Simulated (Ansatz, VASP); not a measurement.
**One calculation of Be3Te2O, two programs**

```
Be Te O
1.0
     3.73802    0.00000    0.00000
    -1.86901    3.23722    0.00000
     0.00000    0.00000    8.74096
Be Te O
3 2 1
Direct
  0.33333 0.66667 0.57900
  0.00000 0.00000 0.18086
  0.66667 0.33333 0.95855
  0.66667 0.33333 0.68379
  0.33333 0.66667 0.30266
  0.00000 0.00000 0.00213
```

Alike in both runs: functional PBE; k mesh 4 × 4 × 2; occupations gaussian, width 0.15 eV; no spin polarisation.

Ansatz relaxed the structure, and its values are those at the end. VASP's run is a single point on that final structure, the one shown.

```csv
,VASP,Ansatz
version,VASP 6.6.1,Ansatz 0.2.0
potentials or method,"VASP PAW PBE potentials, release 64 (Be, Te, O), cutoff 600 eV","scalar-relativistic, plane waves, PAW"
valence electrons in the cell,24,44
```

Ansatz gave:

- gap on the k mesh at the Fermi level (eV): none
- pressure (GPa): 0.3
- rms of the force components (eV/Å): 0.013

Question: Which values does VASP return?

Answer: gap on the k mesh at the Fermi level (eV): none; pressure (GPa): 0.4; rms of the force components (eV/Å): 0.024.

A gap of «none» marks a metal or a gap that the smearing closes. With one functional, cell and mesh, what is left measures potentials, basis and numerics. VASP's potentials hold 24 valence electrons a cell and Ansatz's 44, so a difference there can come from the potentials and not from the codes.

The k mesh is coarse, so the values compare programs but aren't converged. Spin-orbit coupling is off throughout.
